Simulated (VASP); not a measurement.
# Ba (P6_3/mmc) in VASP: notebook

Runs on Ba. Level: PBE. Tasks: relaxation of cell and atoms.

All numbers are computed with VASP 6.6.1; they aren't measurements. Logs are shortened: lines on timing, memory, paths and dates and some standing lists are left out, and cuts for length are marked.

## Step 1: The cell of the first run

The structure is hexagonal, space group P6_3/mmc (No. 194). Conventional cell: a = 4.135 Å, b = 4.135 Å, c = 6.635 Å, α = 90.00°, β = 90.00°, γ = 120.00°. Ba (site symmetry -6m2) has 12 Ba at 4.09 to 4.13 Å within 5.4 Å.

This isn't the form of Ba at room conditions, which is bcc.

## Step 2: Relaxation of cell and atoms, PBE, target pressure 2.8 GPa, at which the enthalpy is minimised

Input file INCAR:

```
SYSTEM = Ba
  ALGO = Normal
  EDIFF = 1E-6
  EDIFFG = -0.005
  ENCUT = 600
  GGA = PE
  IBRION = 2
  ISIF = 3
  ISMEAR = -1
  LASPH = .TRUE.
  LCHARG = .FALSE.
  LREAL = .FALSE.
  LWAVE = .FALSE.
  NELM = 100
  NSW = 32
  PREC = Accurate
  PSTRESS = 28.0
  SIGMA = 0.05
```

Input file KPOINTS:

```
k-points
0
G
  11 11 6
  0 0 0
```

Input file POSCAR:

```
Ba
1.0
    4.1346947456      0.0000000000      0.0000000000
   -2.0673473728      3.5807506866      0.0000000000
    0.0000000000      0.0000000000      6.6349489346
Ba
2
Direct
    0.3333333333      0.6666666667      0.2500000000
    0.6666666667      0.3333333333      0.7500000000
```

Potentials or basis: VASP PAW PBE potentials, release 64 (Ba_sv).

Started as:

```bash
$ cat potpaw_PBE.64/Ba_sv/POTCAR > POTCAR
$ mpirun -np 1 vasp_std > vasp.out
```

OUTCAR:

```text
SYSTEM = Ba
   EDIFF = 1E-6
   EDIFFG = -0.005
   ENCUT = 600
   GGA = PE
   IBRION = 2
   ISIF = 3
   ISMEAR = -1
   LASPH = .TRUE.
   LREAL = .FALSE.
   NELM = 100
   NSW = 32
   PREC = Accurate
   PSTRESS = 28.0

 ion  position               nearest neighbor table
   1  0.333  0.667  0.250-   2 4.09   2 4.09   2 4.09   2 4.09   2 4.09   2 4.09
   2  0.667  0.333  0.750-   1 4.09   1 4.09   1 4.09   1 4.09   1 4.09   1 4.09

  LATTYP: Found a hexagonal cell.
 ALAT       =     4.1346947456
 C/A-ratio  =     1.6047010343

  Lattice vectors:

 A1 = (   4.1346947456,   0.0000000000,   0.0000000000)
 A2 = (  -2.0673473728,   3.5807506866,   0.0000000000)
 A3 = (   0.0000000000,   0.0000000000,   6.6349489346)

Analysis of symmetry for initial positions (statically):
=====================================================================
 Subroutine PRICEL returns:
 Original cell was already a primitive cell.

 Routine SETGRP: Setting up the symmetry group for a
 hexagonal supercell.

 Subroutine GETGRP returns: Found 24 space group operations
 (whereof 12 operations were pure point group operations)
 out of a pool of 24 trial point group operations.

The static configuration has the point symmetry D_3d.
 The point group associated with its full space group is D_6h.

Analysis of symmetry for dynamics (positions and initial velocities):
=====================================================================
 Subroutine PRICEL returns:
 Original cell was already a primitive cell.

 Routine SETGRP: Setting up the symmetry group for a
 hexagonal supercell.

 Subroutine GETGRP returns: Found 24 space group operations
 (whereof 12 operations were pure point group operations)
 out of a pool of 24 trial point group operations.

The dynamic configuration has the point symmetry D_3d.
 The point group associated with its full space group is D_6h.

 Subroutine INISYM returns: Found 24 space group operations
 (whereof 12 operations are pure point group operations),
 and found     1 'primitive' translations

----------------------------------------------------------------------------------------

                                     Primitive cell

  volume of cell :      98.2325

  direct lattice vectors                    reciprocal lattice vectors
     4.134694746  0.000000000  0.000000000     0.241855823  0.139635524  0.000000000
    -2.067347373  3.580750687  0.000000000     0.000000000  0.279271049  0.000000000
     0.000000000  0.000000000  6.634948935     0.000000000  0.000000000  0.150717061

  length of vectors
     4.134694746  4.134694746  6.634948935     0.279271049  0.279271049  0.150717061

  position of ions in fractional coordinates (direct lattice)
     0.333333333  0.666666667  0.250000000
     0.666666667  0.333333333  0.750000000

  ion indices of the primitive-cell ions
   primitive index   ion index
                 1           1
                 2           2

----------------------------------------------------------------------------------------

 KPOINTS: k-points

Automatic generation of k-mesh.
 Grid dimensions read from file:
 generate k-points for:   11   11    6

 Generating k-lattice:

  Cartesian coordinates                     Fractional coordinates (reciprocal lattice)
     0.021986893  0.012694139  0.000000000     0.090909091  0.000000000  0.000000000
     0.000000000  0.025388277  0.000000000     0.000000000  0.090909091  0.000000000
     0.000000000  0.000000000  0.025119510     0.000000000  0.000000000  0.166666667

  Length of vectors
     0.025388277  0.025388277  0.025119510

  Shift w.r.t. Gamma in fractional coordinates (k-lattice)
     0.000000000  0.000000000  0.000000000

 Subroutine IBZKPT returns following result:
 ===========================================

 Found     64 irreducible k-points:

 Following reciprocal coordinates:
            Coordinates               Weight
  0.000000  0.000000  0.000000      1.000000
  0.090909 -0.000000  0.000000      6.000000
  0.181818 -0.000000  0.000000      6.000000
  0.272727 -0.000000  0.000000      6.000000
  0.363636 -0.000000  0.000000      6.000000
  0.454545 -0.000000  0.000000      6.000000
[... 16 lines left out ...]
  0.090909  0.090909  0.166667     12.000000
  0.181818  0.090909  0.166667     24.000000
 [... further k-points ...]
   k-points           NKPTS =     64   k-points in BZ     NKDIM =     64   number of bands    NBANDS=     14
   number of dos      NEDOS =    301   number of ions     NIONS =      2
   total plane-waves  NPLWV =  69984
   dimension x,y,z NGX =    36 NGY =   36 NGZ =   54
   dimension x,y,z NGXF=    72 NGYF=   72 NGZF=  108
   ions per type =               2
   NGX,Y,Z   is equivalent  to a cutoff of  14.47, 14.47, 13.53 a.u.
   NGXF,Y,Z  is equivalent  to a cutoff of  28.95, 28.95, 27.06 a.u.
 SYSTEM =  Ba
   PREC   = accura    normal or accurate (medium, high low for compatibility)
   ISTART =      0    job   : 0-new  1-cont  2-samecut
   ICHARG =      2    charge: 1-file 2-atom 10-const
   ISPIN  =      1    spin polarized calculation?
   LNONCOLLINEAR =      F non collinear calculations
   LSORBIT =      F    spin-orbit coupling
   LASPH  =      T    aspherical Exc in radial PAW
   ENCUT  =  600.0 eV  44.10 Ry    6.64 a.u.   8.26  8.26 13.25*2*pi/ulx,y,z
   NELM   =    100;   NELMIN=  2; NELMDL= -5     # of ELM steps
   EDIFF  = 0.1E-05   stopping-criterion for ELM
   LREAL  =      F    real-space projection
   EDIFFG = -.5E-02   stopping-criterion for IOM
   NSW    =     32    number of steps for IOM
   IBRION =      2    ionic relax: 0-MD 1-quasi-New 2-CG
   NFREE  =      1    steps in history (QN), initial steepest desc. (CG)
   ISIF   =      3    stress and relaxation
   ISYM   =      2    0-nonsym 1-usesym 2-fastsym
   POTIM  = 0.5000    time-step for ionic-motion
   TEBEG  =    0.0;   TEEND  =   0.0 temperature during run
   PSTRESS=   28.0 pullay stress
   NELECT =      20.0000    total number of electrons
   NUPDOWN=      -1.0000    fix difference up-down
   EMIN   =  10.00;   EMAX   =-10.00  energy-range for DOS
   EFERMI =   0.00;   METHOD = LEGACY
   ISMEAR =    -1;   SIGMA  =   0.05  broadening in eV -4-tet -1-fermi 0-gaus
   EFERMI_NEDOS =   21; number of points for ismear=-14 and -15
   IALGO  =     38    algorithm
   IMIX   =      4    mixing-type and parameters
     AMIX     =   0.40;   BMIX     =  1.00
     AMIX_MAG =   1.60;   BMIX_MAG =  1.00
  volume/ion in A,a.u.               =      49.12       331.45
  Fermi-wavevector in a.u.,A,eV,Ry     =   0.963089  1.819974 12.619956  0.927541
  Thomas-Fermi vector in A             =   2.092604
   LORBIT       =      0    0 simple, 1 ext, 2 COOP (PROOUT), +10 PAW based schemes
   GGA     = PE    functional components
   LHFCALC =     F    Hartree Fock is set to
   AEXX    =    0.0000 exact exchange contribution
   IVDW    =     0    specifies the selected vdW correction
   LEPSILON=     F    determine dielectric tensor
   LRPA    =     F    only Hartree local field effects (RPA)
 conjugate gradient relaxation of ions
 non-spin polarized calculation
  energy-cutoff  :      600.00
  volume of cell :       98.23
 maximum number of plane-waves:      3303
 NGX is ok and might be reduce to    36
   NGX = 17   NGY = 17   NGZ = 27

--------------------------------------- Ionic step        1  -------------------------------------------

 number of electron      20.0000001 magnetization

 Free energy of the ion-electron system (eV)
  ---------------------------------------------------
  ext. energy  EPLUGINS =         0.00000000
  ---------------------------------------------------
  free energy    TOTEN  =        -3.56402662 eV

  energy without entropy =       -3.54648365  energy(sigma->0) =       -3.55525513

------------------------ aborting loop because EDIFF is reached ----------------------------------------

  FORCE on cell =-STRESS in cart. coord.  units (eV):
  Direction    XX          YY          ZZ          XY          YZ          ZX
  --------------------------------------------------------------------------------------
  -------------------------------------------------------------------------------------
  Total        1.8362018      1.8362018      1.8442795      0.0000000     -0.0000000      0.0000000
  in kB       29.9485546     29.9485546     30.0803034      0.0000000     -0.0000000      0.0000000
  external PRESSURE =       1.9924709 kB  Pullay stress =      28.0000000 kB
[... 213 lines left out ...]
  enthalpy is  TOTEN    =        -1.8481224033 eV   P V=        1.7397132929

--------------------------------------- Ionic step        7  -------------------------------------------

 number of electron      20.0000000 magnetization

 Free energy of the ion-electron system (eV)
  ---------------------------------------------------
  ext. energy  EPLUGINS =         0.00000000
  ---------------------------------------------------
  free energy    TOTEN  =        -3.58805253 eV

  energy without entropy =       -3.57004130  energy(sigma->0) =       -3.57904692

 E-fermi :   2.5386     XC(G=0):  -8.2016

 val. band max:        2.5208271426   @ k =   0.2727   0.2727   0.0000
 cond. band min:       2.5736070272   @ k =   0.2727   0.1818   0.0000
 fundamental gap:      0.0527798845
 Fermi energy:         2.5386201846

 k-point     1 :       0.0000    0.0000    0.0000
  band No.  band energies     occupation
      1     -26.0188      2.00000
      2     -25.9018      2.00000
      3     -11.7363      2.00000
      4     -10.9022      2.00000
      5     -10.9022      2.00000
      6     -10.7714      2.00000
      7     -10.7714      2.00000
      8     -10.7572      2.00000
      9      -0.2799      2.00000
     10       1.4650      2.00000
     11       4.4842      0.00000
     12       4.4842      0.00000
     13       4.5434      0.00000
     14       4.6002      0.00000
[... 375 lines left out ...]
 k-point    24 :       0.1818    0.0909    0.1667
  band No.  band energies     occupation
      1     -25.9670      2.00000
      2     -25.8895      2.00000
      3     -11.5569      2.00000
      4     -11.2037      2.00000
      5     -11.1583      2.00000
      6     -10.9947      2.00000
      7     -10.8578      2.00000
      8     -10.8363      2.00000
      9       0.8915      2.00000
     10       2.3732      1.92947
     11       3.0043      0.00018
     12       3.3355      0.00000
     13       4.1999      0.00000
     14       4.5412      0.00000

 [... further k-points ...]

------------------------ aborting loop because EDIFF is reached ----------------------------------------

  FORCE on cell =-STRESS in cart. coord.  units (eV):
  Direction    XX          YY          ZZ          XY          YZ          ZX
  --------------------------------------------------------------------------------------
  -------------------------------------------------------------------------------------
  Total        1.7402024      1.7402024      1.7425215     -0.0000000      0.0000000      0.0000000
  in kB       28.0045096     28.0045096     28.0418311     -0.0000000      0.0000000      0.0000000
  external PRESSURE =       0.0169501 kB  Pullay stress =      28.0000000 kB
[... 17 lines left out ...]
  FREE ENERGIE OF THE ION-ELECTRON SYSTEM (eV)
  ---------------------------------------------------
  free  energy   TOTEN  =        -3.5880525346 eV

  energy  without entropy=       -3.5700412991  energy(sigma->0) =       -3.57904692

  enthalpy is  TOTEN    =        -1.8481304051 eV   P V=        1.7399221295

 reached required accuracy - stopping structural energy minimisation
```

Wall time 6.1 min (1 thread of Intel Xeon Platinum 8259CL at 2.50GHz (Skylake/Cascade Lake), shared host); peak memory 0.31 GiB.

What came out:

```yaml
Free_energy: -3.5881 eV
Relaxed_volume: 49.78 Å³/atom
Relaxed_cell: a = 4.150 Å, b = 4.150 Å, c = 6.674 Å, α = 90.00°, β = 90.00°, γ = 120.00°
Space_group_after_relaxing_to_0.1_Å: P6_3/mmc (No. 194)
Energy_change_on_relaxing_the_run_minimises_the_enthalpy: -12.0 meV/atom
Ionic_steps: 7
Pressure_after_relaxing: 2.8 GPa
Band_gap_on_the_k_mesh: zero (bands 10 and 11 overlap by 0.57 eV)
```

Step by step:
```csv
step,energy change (eV),largest force (eV/Å),pressure (GPa),volume (Å³)
1,0.0000,0.0000,3.00,98.23
2,-0.0159,0.0000,2.87,99.10
3,-0.0256,0.0000,2.79,99.65
4,-0.0241,0.0000,2.80,99.56
5,-0.0236,0.0000,2.80,99.54
6,-0.0238,0.0000,2.80,99.55
7,-0.0240,0.0000,2.80,99.56
```

Final structure:
```
Ba
1.0
     4.15037    0.00000    0.00000
    -2.07518    3.59432    0.00000
     0.00000    0.00000    6.67389
Ba
2
Direct
  0.33333 0.66667 0.25000
  0.66667 0.33333 0.75000
```

Caveat: the cell is relaxed towards a set pressure, so the run minimises the enthalpy, not the energy; spin-orbit coupling is left out, which moves the levels of the heavy elements.

## Step 3: Relaxation of cell and atoms, PBE, target pressure 2.8 GPa, at which the enthalpy is minimised

This run uses another cell than the first one, of 49.58 Å³/atom.

Input file INCAR:

```
SYSTEM = Ba
PREC = Accurate
ENCUT = 600
EDIFF = 1E-6
ISMEAR = -1
SIGMA = 0.05
LREAL = .FALSE.
LASPH = .TRUE.
NELM = 100
ALGO = Normal
ISIF = 3
LWAVE = .FALSE.
LCHARG = .FALSE.
GGA = PE
IBRION = 2
NSW = 60
EDIFFG = -0.005
PSTRESS = 28.0
```

Input file KPOINTS:

```
Automatic mesh
0
G
  11 11 6
  0 0 0
```

Input file POSCAR:

```
Ba
1.0
    4.1345755497      0.0000000000      0.0000000000
   -2.0672877748      3.5806474599      0.0000000000
    0.0000000000      0.0000000000      6.6980123905
Ba
2
Direct
    0.3333333333      0.6666666667      0.2500000000
    0.6666666667      0.3333333333      0.7500000000
```

Potentials or basis: VASP PAW PBE potentials, release 64 (Ba_sv).

Started as:

```bash
$ cat potpaw_PBE.64/Ba_sv/POTCAR > POTCAR
$ mpirun -np 1 vasp_std > vasp.out
```

It took 5 min on 1 thread of Intel Xeon Platinum 8259CL at 2.50GHz (Skylake/Cascade Lake), shared host; peak memory 0.3 GiB.

Results (log left out):

```
Free energy                                                : -3.5885 eV
Relaxed volume                                             : 49.79 Å³/atom
Relaxed cell                                               : a = 4.150 Å, b = 4.150 Å, c = 6.676 Å, α = 90.00°, β = 90.00°, γ = 120.00°
Space group after relaxing (to 0.1 Å)                      : P6_3/mmc (No. 194)
Energy change on relaxing (the run minimises the enthalpy) : -3.9 meV/atom
Ionic steps                                                : 6
Pressure after relaxing                                    : 2.8 GPa
Band gap on the k mesh                                     : zero (bands 10 and 11 overlap by 0.57 eV)
```

Step by step:
```csv
step,energy change (eV),largest force (eV/Å),pressure (GPa),volume (Å³)
1,0.0000,0.0000,2.88,99.16
2,-0.0064,0.0000,2.82,99.51
3,-0.0109,0.0000,2.78,99.76
4,-0.0111,0.0000,2.78,99.78
5,-0.0095,0.0000,2.79,99.68
6,-0.0078,0.0000,2.80,99.58
```

Final structure:
```
Ba
1.0
     4.15011    0.00000    0.00000
    -2.07505    3.59410    0.00000
     0.00000    0.00000    6.67635
Ba
2
Direct
  0.33333 0.66667 0.25000
  0.66667 0.33333 0.75000
```

Levels at points of the mesh, in eV from the Fermi level:
| k point | band 8 | band 9 | band 10 | band 11 | band 12 | band 13 |
| --- | --- | --- | --- | --- | --- | --- |
| (0.00, 0.00, 0.00) | -13.30 | -2.82 | -1.07 | 1.95 | 1.95 | 2.00 |
| (0.00, 0.00, 0.50) | -13.38 | -1.62 | -1.62 | 1.26 | 1.26 | 1.91 |

Caveat: the cell is relaxed towards a set pressure, so the run minimises the enthalpy, not the energy; spin-orbit coupling is left out, which moves the levels of the heavy elements.

The gap in the log of VASP goes by the Fermi energy; the results here count the filled bands.